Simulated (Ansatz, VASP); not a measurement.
HfN in VASP and in Ansatz

```
Hf N
1.0
     0.00000    2.37760    2.25900
     2.37760    0.00000    2.25900
     2.37760    2.37760    0.00000
Hf N
1 1
Direct
  0.00000 0.00000 0.00000
  0.50000 0.50000 0.50000
```

Change from the starting cell: strain +0.0525 x Voigt [1, 1, 0, 0, 0, 0], atoms carried along.

Alike in both runs: task single point; functional PBE; k mesh 18 × 18 × 18; occupations gaussian, width 0.15 eV; no spin polarisation.

|  | VASP | Ansatz |
| --- | --- | --- |
| version | VASP 6.6.1 | Ansatz 0.2.0 |
| potentials or method | VASP PAW PBE potentials, release 64 (Hf_pv, N), cutoff 520 eV | scalar-relativistic, plane waves, PAW |
| valence electrons in the cell | 15 | 31 |

Ansatz gave:

* gap on the k mesh at the Fermi level (eV): none
* pressure (GPa): -16.9
* traceless stress, the component that is largest in VASP (GPa): 11.14

Task: Estimate VASP's values.

Result: gap on the k mesh at the Fermi level (eV): none; pressure (GPa): -18.9; traceless stress, the component that is largest in VASP (GPa): 10.91.

A gap of «none» marks a metal or a gap that the smearing closes. VASP's potentials hold 15 valence electrons a cell and Ansatz's 31, so a difference there can come from the potentials and not from the codes.

Neither program's run includes spin-orbit coupling.
